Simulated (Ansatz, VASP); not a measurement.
**Al2Cu: VASP beside Ansatz**

```xyz
3
Lattice="-1.9969 1.9969 2.7950 1.9969 -1.9969 2.7950 1.9969 1.9969 -2.7950" Properties=species:S:1:pos:R:3 pbc="T T T"
Al    0.0000    1.9969    1.3975
Al    1.9969    0.0000    1.3975
Cu    0.0000    0.0000    2.7950
```

Alike in both runs: task single point; functional PBE; k mesh 14 × 14 × 14; occupations gaussian, width 0.15 eV; no spin polarisation.

|  | VASP | Ansatz |
| --- | --- | --- |
| version | VASP 6.6.1 | Ansatz 0.2.0 |
| potentials or method | VASP PAW PBE potentials, release 64 (Al, Cu), cutoff 520 eV | scalar-relativistic, plane waves, PAW |
| valence electrons in the cell | 17 | 25 |

```tsv
	VASP	Ansatz	Ansatz less VASP
gap on the k mesh at the Fermi level (eV)	none	none	-
pressure (GPa)	9.4	9.4	-0.05
traceless stress, the component that is largest in VASP (GPa)	0.78	0.79	+0.002
```

A gap of «none» marks a metal or a gap that the smearing closes. The functional is the same, so the differences come from potentials, cutoffs and numerics. VASP's potentials hold 17 valence electrons a cell and Ansatz's 25, so a difference there can come from the potentials and not from the codes.
